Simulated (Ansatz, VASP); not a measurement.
## LiCl in VASP and in Ansatz

```xyz
2
Lattice="0.0000 2.5560 2.5560 2.5560 0.0000 2.5560 2.5560 2.5560 0.0000" Properties=species:S:1:pos:R:3 pbc="T T T"
Li    0.0000    0.0000    0.0000
Cl    2.5560    2.5560    2.5560
```

Alike in both runs: task single point; functional HSE06; k mesh 6 × 6 × 6; no spin polarisation.

```csv
,VASP,Ansatz
version,VASP 6.6.1,Ansatz 0.2.0
potentials or method,"VASP PAW PBE potentials, release 64 (Li_sv, Cl)","plane waves, PAW"
plane-wave cutoff (eV),520,420
occupations,"gaussian, width 0.01 eV",fixed
valence electrons in the cell,10,10
```

|  | VASP | Ansatz | Ansatz less VASP |
| --- | --- | --- | --- |
| gap on the k mesh at the Fermi level (eV) | 7.79 | 7.79 | -0.006 |

Ansatz's warnings: stress exchange threshold loose, stress scf threshold loose.

Noted on VASP's run: the cutoff is short for stress, so the pressure is rough.
